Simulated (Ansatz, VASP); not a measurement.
**One calculation of Ta, two programs**

INCAR

```
SYSTEM = Ta
PREC     = Accurate       ! precision mode
ENCUT    = 520            ! plane-wave cutoff, eV
EDIFF    = 1E-8           ! SCF threshold, eV
ISMEAR   = -1             ! smearing method
SIGMA    = 0.03           ! smearing width, eV
LREAL    = .False.        ! projectors in reciprocal space
LASPH    = .True.         ! aspherical terms in the spheres
NELM     = 100            ! most SCF steps
ALGO     = Normal         ! electronic algorithm
ISIF     = 2              ! what is computed and relaxed
LWAVE    = .False.        ! write WAVECAR
LCHARG   = .False.        ! write CHGCAR
GGA      = PE             ! functional
LEFG     = .True.       
NBANDS   = 18             ! bands
```

KPOINTS

```
regular mesh
0
Gamma
  9 9 9
  0 0 0
```

File POSCAR:

```
Ta
1.0
    0.0000000000      3.0532997162      3.0532997162
    3.0532997162      0.0000000000      3.0532997162
    3.0532997162      3.0532997162      0.0000000000
Ta
2
Direct
    0.0000000000      0.0000000000      0.0000000000
    0.2500000000      0.2500000000      0.2500000000
```

Input for Ansatz:

```yaml
crystal:
  lattice:
    - [0.0, 3.0532997162, 3.0532997162]
    - [3.0532997162, 0.0, 3.0532997162]
    - [3.0532997162, 3.0532997162, 0.0]
  atoms:
    - { symbol: Ta, position: [0.0, 0.0, 0.0] }
    - { symbol: Ta, position: [0.25, 0.25, 0.25] }
kpoints:
  mp_grid: { grid: [9, 9, 9] }
  band_path:
    path:
      - [0.0, 0.0, 0.0]
      - [0.5, 0.0, 0.5]
      - [0.625, 0.25, 0.625]
      - [0.375, 0.375, 0.75]
      - [0.0, 0.0, 0.0]
      - [0.5, 0.5, 0.5]
      - [0.5, 0.25, 0.75]
      - [0.5, 0.0, 0.5]
    npoints: 8
scf:
  occupations: { method: fermi_dirac, width: 0.03 }
hamiltonian:
  xc: pbe
  pseudopotentials: { kind: all_electron, datasets: crystal }
output:
  forces: true
  stress: true
  eigenvalues: true
  efg: { contact_densities: true }
```

Alike in both runs: task electric field gradients; functional PBE; k mesh 9 × 9 × 9; occupations fermi-dirac, width 0.03 eV; no spin polarisation.

|  | VASP | Ansatz |
| --- | --- | --- |
| version | VASP 6.6.1 | Ansatz 0.2.0 |
| potentials or method | VASP PAW PBE potentials, release 64 (Ta_pv), cutoff 520 eV | all-electron PAW with datasets made for the crystal, scalar-relativistic |

VASP gave:

- pressure (GPa): 0.0

Q: Which values does Ansatz return?

A: Pressure (GPa): -0.1.

Ansatz ran all-electron here, and VASP with PAW potentials.

Spin-orbit coupling is off throughout.
